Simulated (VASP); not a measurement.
The system is Lu.

```
CELL_PARAMETERS angstrom
3.45576 0.00000 0.00000
-1.72788 2.99277 0.00000
0.00000 0.00000 5.47588
ATOMIC_POSITIONS crystal
Lu 0.66667 0.33333 0.75000
Lu 0.33333 0.66667 0.25000
```

Base run:

```yaml
Program: VASP 6.6.1
Functional: PBEsol
Potentials_or_basis: VASP PAW PBE potentials, release 64 (Lu)
Cutoff: 520 eV
k_mesh: 9 × 9 × 5
Occupations: fermi-dirac, width 0.05 eV
Spin: no spin polarisation
```

Its results: band gap on the k mesh zero (bands 25 and 26 overlap by 1.46 eV); pressure -1.2 GPa.

The run is repeated on the same cell with these changes: functional from PBEsol to PBE. What comes out?

Band gap on the k mesh zero (bands 25 and 26 overlap by 1.47 eV); pressure 1.6 GPa.

PBE binds less tightly than PBEsol, so the same cell stands under more pressure.

Caveats: spin-orbit coupling is left out, which moves the levels of the heavy elements; the PAW data sets were made with another functional, which shifts forces and pressure a little (at least some runs).
